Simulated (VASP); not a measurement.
A run of VASP 6.6.1 is set up as follows.

INCAR

```
SYSTEM = Si
ALGO = Normal ; EDIFF = 1E-7
ENCUT = 520 ; ISIF = 2
ISMEAR = 0 ; LASPH = .TRUE.
LCHARG = .FALSE. ; LREAL = .FALSE.
LWAVE = .FALSE. ; NBANDS = 11
NELM = 60 ; PREC = Accurate
SIGMA = 0.15
```

The input KPOINTS:

```
k-points
0
G
  20 20 20
  0 0 0
```

POSCAR

```
Si
1.0
   -2.6085095350      2.3713723045      1.3292653899
    2.6085095350     -2.3713723045      1.3292653899
    2.6085095350      2.3713723045     -1.3292653899
Si
2
Direct
    0.2500000000      0.7500000000      0.5000000000
    0.5000000000      0.5000000000      0.0000000000
```

Potentials or basis: VASP PAW LDA potentials, release 64 (Si).

Command:

```sh
$ cat potpaw_LDA.64/Si/POTCAR > POTCAR
$ mpirun -np 1 vasp_std > vasp.out
```

**Question.** Predict the pressure.

**Answer.** -8.6 GPa.

**Question.** Predict the largest force.

**Answer.** 0.174 eV/Å.

Forces on the atoms (eV/Å):
```
Si   0.000  0.000  0.174
Si   0.000  0.000 -0.174
```

Caveat: the cell differs from its parent crystal (strain +0.1000 x Voigt [1, 0, 0, 0, 0, 0]); the cell stands under tension.
